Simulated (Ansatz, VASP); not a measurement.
Rb: VASP beside Ansatz

INCAR

```
SYSTEM = Rb
  ALGO = Normal
  EDIFF = 1E-6
  ENCUT = 520
  GGA = CA
  ISIF = 2
  ISMEAR = -1
  LASPH = .TRUE.
  LCHARG = .FALSE.
  LREAL = .FALSE.
  LWAVE = .FALSE.
  NBANDS = 10
  NELM = 80
  PREC = Accurate
  SIGMA = 0.05
```

KPOINTS

```
k-points
0
G
  7 7 7
  0 0 0
```

The input POSCAR:

```
Rb
1.0
   -2.7836907084      2.7836907084      2.7836907084
    2.7836907084     -2.7836907084      2.7836907084
    2.7836907084      2.7836907084     -2.7836907084
Rb
1
Direct
    0.0000000000      0.0000000000      0.0000000000
```

Contents of input.yaml:

```yaml
crystal:
  lattice:
    - [-2.7836907084, 2.7836907084, 2.7836907084]
    - [2.7836907084, -2.7836907084, 2.7836907084]
    - [2.7836907084, 2.7836907084, -2.7836907084]
  atoms:
    - { symbol: Rb, position: [0.0, 0.0, 0.0] }
kpoints:
  mp_grid: { grid: [7, 7, 7] }
scf:
  occupations: { method: fermi_dirac, width: 0.05 }
hamiltonian:
  xc: lda
  pseudopotentials: { kind: all_electron, lapw: { basis_error: 0.001 } }
output:
  forces: true
  stress: true
  eigenvalues: true
```

Change from the starting cell: volume scaled by 0.98.

Alike in both runs: task single point; functional LDA; k mesh 7 × 7 × 7; occupations fermi-dirac, width 0.05 eV; no spin polarisation.

```csv
,VASP,Ansatz
version,VASP 6.6.1,Ansatz 0.2.0
potentials or method,"VASP PAW LDA potentials, release 64 (Rb_sv), cutoff 520 eV","all-electron LAPW, scalar-relativistic"
```

|  | VASP | Ansatz | Ansatz less VASP |
| --- | --- | --- | --- |
| gap on the k mesh at the Fermi level (eV) | none | none | - |
| pressure (GPa) | -0.3 | -0.3 | 0.00 |

LDA's correlation is that of Perdew and Zunger in VASP and of Perdew and Wang (1992) in Ansatz. A gap of «none» marks a metal or a gap that the smearing closes. Ansatz ran all-electron here, and VASP with PAW potentials.
